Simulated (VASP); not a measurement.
Write the native input for VASP 6.6.1 that does the following.

```
Task                   : relaxation of the atoms
Functional             : PBEsol
Potentials or basis    : VASP PAW PBE potentials, release 64 (Si, C)
Cutoff                 : 520 eV
k mesh                 : 9 × 9 × 9
Occupations            : gaussian, width 0.02 eV
Spin                   : no spin polarisation
Dipole correction      : no
Further INCAR settings : ALGO = Normal; EDIFF = 1e-07; IBRION = 2; EDIFFG = -0.002; NSW = 60
```

The structure of SiC lies in POSCAR:

```
SiC
1.0
    0.0267013557      2.1724550861      2.1724550861
    2.1724550861      0.0267013557      2.1724550861
    2.1724550861      2.1724550861      0.0267013557
Si C
1 1
Direct
    0.0006788474      0.0006788474      0.0006788474
    0.2493211526      0.2493211526      0.2493211526
```

This cell differs from its parent crystal: strained cell.

One way to write it, as run:

INCAR

```
  PREC = Accurate
  ENCUT = 520
  EDIFF = 1E-7
  ISMEAR = 0
  SIGMA = 0.02
  LREAL = F
  LASPH = T
  NELM = 120
  ALGO = Normal
  ISIF = 2
  LWAVE = F
  LCHARG = F
  GGA = PS
  IBRION = 2
  NSW = 60
  EDIFFG = -0.002
  GGA_COMPAT = F
  NELMIN = 4
```

KPOINTS

```
regular mesh
0
Gamma
  9 9 9
```

Potentials or basis: VASP PAW PBE potentials, release 64 (Si, C).

The run is started by

```bash
$ cat potpaw_PBE.64/Si/POTCAR potpaw_PBE.64/C/POTCAR > POTCAR
$ mpirun -np 1 vasp_std > vasp.out
```

Results of the run:

```
Pressure after relaxing : 6.7 GPa
Band gap on the k mesh  : 1.28 eV (least direct gap 4.43 eV)
```

Caveat: the cell differs from its parent crystal (strained cell); the relaxation stopped at its first step, so nothing moved; the PAW data sets were made with another functional, which shifts forces and pressure a little; an odd mesh through Γ misses points on the zone boundary, where band edges can lie.

It took 18 s on 1 thread of Intel Xeon 8259CL, on a shared host, peak memory 0.14 GiB.
